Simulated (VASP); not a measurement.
# Ta: relaxation of cell and atoms with PBEsol+D3(BJ)

The system is Ta.

```
Ta
1.0
     2.90037    0.00000    0.00000
    -1.45019    2.51180    0.00000
     0.00000    0.00000    5.16627
Ta
2
Direct
  0.66667 0.33333 0.75000
  0.33333 0.66667 0.25000
```

This isn't the form of Ta at room conditions, which is bcc.

```json
{
  "Program": "VASP 6.6.1",
  "Task": "relaxation of cell and atoms",
  "Functional": "PBEsol",
  "Dispersion": "D3(BJ)",
  "Potentials or basis": "VASP PAW PBE potentials, release 64 (Ta_pv)",
  "Cutoff": "600 eV",
  "k mesh": "12 × 12 × 6",
  "Occupations": "methfessel-paxton, width 0.1 eV",
  "Spin": "no spin polarisation",
  "Dipole correction": "no",
  "Further INCAR settings": "ALGO = Normal; EDIFF = 1e-07; IBRION = 2; EDIFFG = -0.01; NSW = 80; ISIF = 3"
}
```

| Property | Result |
| --- | --- |
| Relaxed volume | 17.53 Å³/atom |
| Relaxed cell | a = 2.833 Å, b = 2.833 Å, c = 5.043 Å, α = 90.00°, β = 90.00°, γ = 120.00° |
| Space group after relaxing (to 0.1 Å) | P6_3/mmc (No. 194) |
| Energy gained by relaxing | 56.5 meV/atom |
| Ionic steps | 9 |
| Pressure after relaxing | 0.0 GPa |
| Band gap on the k mesh | zero (bands 11 and 12 overlap by 2.57 eV) |
| Dispersion energy per atom | -0.748 eV |

Step by step:
| step | energy change (eV) | largest force (eV/Å) | pressure (GPa) | volume (Å³) |
| --- | --- | --- | --- | --- |
| 1 | 0.0000 | 0.0000 | -13.32 | 37.64 |
| 2 | 0.6014 | 0.0000 | 48.97 | 29.74 |
| 3 | -0.1125 | 0.0000 | -0.95 | 35.23 |
| 4 | -0.1129 | 0.0000 | -0.17 | 35.10 |
| 5 | -0.1129 | 0.0000 | 0.14 | 35.05 |
| 6 | -0.1130 | 0.0000 | -0.29 | 35.11 |
| 7 | -0.1130 | 0.0000 | -0.13 | 35.09 |
| 8 | -0.1130 | 0.0000 | 0.11 | 35.05 |
| 9 | -0.1130 | 0.0000 | 0.01 | 35.07 |

Final structure:
```yaml
crystal:
  lattice:
    - [2.83344, 0.00000, 0.00000]
    - [-1.41672, 2.45383, 0.00000]
    - [0.00000, 0.00000, 5.04349]
  atoms:
    - { symbol: Ta, position: [0.66667, 0.33333, 0.75000] }
    - { symbol: Ta, position: [0.33333, 0.66667, 0.25000] }
```

Levels at points of the mesh, in eV from the Fermi level:
```
           k point  band 8  band 9  band 10  band 11  band 12  band 13  band 14  band 15
(0.00, 0.00, 0.00)   -5.15   -0.65     0.12     0.59     0.59     1.21     1.21     3.17
(0.50, 0.00, 0.00)   -4.17   -3.66    -0.40    -0.31     0.57     0.85     6.03     7.01
(0.00, 0.00, 0.50)   -6.50   -1.25    -1.25     0.64     0.64     0.64     0.64     4.77
(0.50, 0.00, 0.50)   -4.64   -2.53    -2.53     1.77     1.77     2.76     2.76     6.04
```

Wall time 3.7 min on 1 thread of AMD EPYC 7R13 Processor (Zen 3), on a shared host, peak memory 0.18 GiB.

Caveat: the PAW data sets were made with another functional, which shifts forces and pressure a little; spin-orbit coupling is left out, which moves the levels of the heavy elements.
